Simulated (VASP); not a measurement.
The system is Si2W.

```
W Si
1.0
    -1.60690    1.60690    3.91495
     1.60690   -1.60690    3.91495
     1.60690    1.60690   -3.91495
W Si
1 2
Direct
  0.00000 0.00000 0.00000
  0.66530 0.66530 0.00000
  0.33470 0.33470 0.00000
```

| Property | Result |
| --- | --- |
| Program | VASP 6.6.1 |
| Task | relaxation of cell and atoms |
| Functional | PBEsol |
| Potentials or basis | VASP PAW PBE potentials, release 64 (W_sv, Si) |
| Cutoff | 600 eV |
| k mesh | 12 × 12 × 12 |
| Occupations | fermi-dirac, width 0.05 eV |
| Spin | no spin polarisation |
| Hubbard terms | W d U = 6.0 eV |

At the start: pressure 4.3 GPa; volume 13.48 Å³/atom.

Problem. Where does the relaxation end?

Solution. Over 8 steps the energy falls by 3.6 meV/atom and the volume is 13.75 Å³/atom (+2.0 %); space group I4/mmm (No. 139, to 0.1 Å) before and after.

Step by step:
| step | energy change (eV) | largest force (eV/Å) | pressure (GPa) | volume (Å³) |
| --- | --- | --- | --- | --- |
| 1 | 0.0000 | 0.0611 | 4.27 | 40.44 |
| 2 | 0.0188 | 0.1455 | -6.69 | 42.57 |
| 3 | -0.0102 | 0.0920 | -0.08 | 41.22 |
| 4 | -0.0102 | 0.0914 | 0.00 | 41.20 |
| 5 | -0.0107 | 0.0205 | 0.05 | 41.22 |
| 6 | -0.0107 | 0.0148 | 0.05 | 41.22 |
| 7 | -0.0107 | 0.0024 | -0.08 | 41.24 |
| 8 | -0.0107 | 0.0022 | -0.04 | 41.24 |

Final structure:
```
W Si
1.0
    -1.61861    1.61861    3.93483
     1.61861   -1.61861    3.93483
     1.61861    1.61861   -3.93483
W Si
1 2
Direct
  0.00000 0.00000 0.00000
  0.66454 0.66454 0.00000
  0.33546 0.33546 0.00000
```

Caveat: the PAW data sets were made with another functional, which shifts forces and pressure a little; U without spin polarisation on a metal has little footing; the U is typed as a test and isn't derived for this compound.
